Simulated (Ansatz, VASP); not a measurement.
## Mg3BeS: VASP beside Ansatz

```
CELL_PARAMETERS angstrom
3.92215 0.00000 0.00000
0.00000 3.92215 0.00000
0.00000 0.00000 5.04706
ATOMIC_POSITIONS crystal
Mg 0.00000 0.50000 0.51472
Mg 0.50000 0.50000 0.11585
Mg 0.50000 0.00000 0.51472
Be 0.50000 0.50000 0.70450
S 0.00000 0.00000 0.99211
```

Change from the starting cell: species swapped into the CeBPt3 type (P4mm, No. 99).

Alike in both runs: task single point; functional PBE; k mesh 4 × 4 × 4; occupations gaussian, width 0.1 eV; no spin polarisation.

```csv
,VASP,Ansatz
version,VASP 6.6.1,Ansatz 0.2.0
potentials or method,"VASP PAW PBE potentials, release 64 (Mg, Be, S), cutoff 520 eV","scalar-relativistic, plane waves, PAW"
valence electrons in the cell,14,38
```

Ansatz gave:

* gap on the k mesh at the Fermi level (eV): none
* pressure (GPa): 21.2
* traceless stress, the component that is largest in VASP (GPa): -1.74
* rms of the force components (eV/Å): 0.532

Which values does VASP return?

gap on the k mesh at the Fermi level (eV): none; pressure (GPa): 21.3; traceless stress, the component that is largest in VASP (GPa): -1.77; rms of the force components (eV/Å): 0.533.

Atom by atom the forces differ by 0.005 eV/Å (rms over components). A gap of «none» marks a metal or a gap that the smearing closes. VASP's potentials hold 14 valence electrons a cell and Ansatz's 38, so a difference there can come from the potentials and not from the codes.

The k mesh is coarse, so the values compare programs but aren't converged.
